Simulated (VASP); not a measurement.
Crystal: MgS.

```xyz
2
Lattice="0.0000 2.8331 2.8331 2.8331 0.0000 2.8331 2.8331 2.8331 0.0000" Properties=species:S:1:pos:R:3 pbc="T T T"
S     1.4166    1.4166    1.4166
Mg    0.0000    0.0000    0.0000
```

Base run:

* Program: VASP 6.6.1
* Functional: PBE
* Potentials or basis: VASP PAW PBE potentials, release 64 (S, Mg)
* Cutoff: 520 eV
* k mesh: 6 × 6 × 6
* Occupations: fermi-dirac, width 0.05 eV
* Spin: no spin polarisation

Its results: band gap on the k mesh 3.45 eV, direct; pressure 0.8 GPa.

Q: The run is repeated on the same cell with these changes: k mesh from 6 × 6 × 6 to 8 × 8 × 8; dispersion from none to D3(BJ). What comes out?

A: Band gap on the k mesh 3.45 eV, direct; pressure -1.4 GPa.

Several settings changed at once, so the effect can't be laid on one alone.

Caveats: three body term missing (some runs).

A k mesh can miss the band edges.
